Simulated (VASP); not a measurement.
Here is a VASP 6.6.1 calculation.

INCAR

```
ALGO     = Normal         # electronic algorithm
EDIFF    = 1E-6           # SCF threshold, eV
ENCUT    = 910            # plane-wave cutoff, eV
GGA      = CA             # functional
GGA_COMPAT= False        
ISIF     = 2              # what is computed and relaxed
ISMEAR   = -1             # smearing method
LASPH    = True           # aspherical terms in the spheres
LCHARG   = False          # write CHGCAR
LREAL    = False          # projectors in reciprocal space
LWAVE    = False          # write WAVECAR
NBANDS   = 33             # bands
NELM     = 120            # most SCF steps
PREC     = Accurate       # precision mode
SIGMA    = 0.05           # smearing width, eV
```

The input KPOINTS:

```
k-points
0
Gamma
  6 6 10
```

Contents of POSCAR:

```
MoN2
1.0
    4.2639585722      0.0000000000      0.0000000000
    0.0000000000      4.2639585722      0.0000000000
    0.0000000000      0.0000000000      2.7083601180
Mo N
2 4
Direct
    0.0000000000      0.0000000000      0.0000000000
    0.5000000000      0.5000000000      0.0000000000
    0.6124811128      0.8875188872      0.5000000000
    0.3875188872      0.1124811128      0.5000000000
    0.1124811128      0.6124811128      0.5000000000
    0.8875188872      0.3875188872      0.5000000000
```

Potentials or basis: VASP PAW LDA potentials, release 64 (Mo_sv, N_h).

The run is started by

```sh
$ cat potpaw_LDA.64/Mo_sv/POTCAR potpaw_LDA.64/N_h/POTCAR > POTCAR
$ mpirun -np 1 vasp_std > vasp.out
```

(1) Predict the largest force.

(2) What does it give for the band gap on the k mesh?

## Answers

(1) 0.087 eV/Å.

(2) zero (bands 24 and 25 overlap by 2.19 eV).
